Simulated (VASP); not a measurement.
# GaCo: single point with PBE

GaCo:

```
Ga Co
1.0
     2.88176    0.00000    0.00000
     0.00000    2.88176    0.00000
     0.00000    0.00000    2.88176
Ga Co
1 1
Direct
  0.50000 0.50000 0.50000
  0.00000 0.00000 0.00000
```

* Program: VASP 6.6.1
* Task: single point
* Functional: PBE
* Potentials or basis: VASP PAW PBE potentials, release 64 (Ga_d, Co)
* Cutoff: 520 eV
* k mesh: 14 × 14 × 14
* Occupations: gaussian, width 0.1 eV
* Spin: collinear spin, ferromagnetic start
* Starting moments: [0.0, 0.32] μB

- Pressure: 0.2 GPa
- Net moment: 0.06 μB per cell
- Site moments: Ga -0.00; Co +0.07 μB
- Valence electrons inside the program's atomic spheres: Ga 11.78; Co 8.35

Levels at points of the mesh, in eV from the Fermi level:
Spin up:
| k point | band 7 | band 8 | band 9 | band 10 | band 11 | band 12 | band 13 | band 14 | band 15 | band 16 |
| --- | --- | --- | --- | --- | --- | --- | --- | --- | --- | --- |
| (0.00, 0.00, 0.00) | -2.59 | -2.59 | -0.76 | -0.76 | -0.76 | 5.18 | 5.18 | 5.18 | 11.00 | 11.00 |
| (0.50, 0.00, 0.00) | -6.86 | -2.36 | -1.76 | -1.76 | -0.76 | 0.04 | 10.59 | 10.59 | 11.59 | 12.60 |
| (0.50, 0.50, 0.00) | -3.12 | -3.12 | -2.50 | -1.25 | -1.25 | -0.31 | 2.21 | 3.12 | 11.50 | 15.14 |
| (0.50, 0.50, 0.50) | -4.09 | -4.09 | -0.28 | -0.28 | 0.62 | 3.83 | 3.83 | 3.83 | 4.74 | 4.74 |
Spin down:
| k point | band 9 | band 10 | band 11 | band 12 | band 13 | band 14 |
| --- | --- | --- | --- | --- | --- | --- |
| (0.00, 0.00, 0.00) | -0.72 | -0.72 | -0.72 | 5.18 | 5.18 | 5.18 |
| (0.50, 0.00, 0.00) | -1.73 | -1.73 | -0.71 | 0.16 | 10.59 | 10.59 |
| (0.50, 0.50, 0.00) | -2.42 | -1.21 | -1.21 | -0.19 | 2.24 | 3.17 |
| (0.50, 0.50, 0.50) | -0.15 | -0.15 | 0.61 | 3.83 | 3.83 | 3.83 |

Run time: 46 s on 1 thread of Intel(R) Xeon(R) Platinum 8488C (Sapphire Rapids) (shared host), peak memory 0.22 GiB.
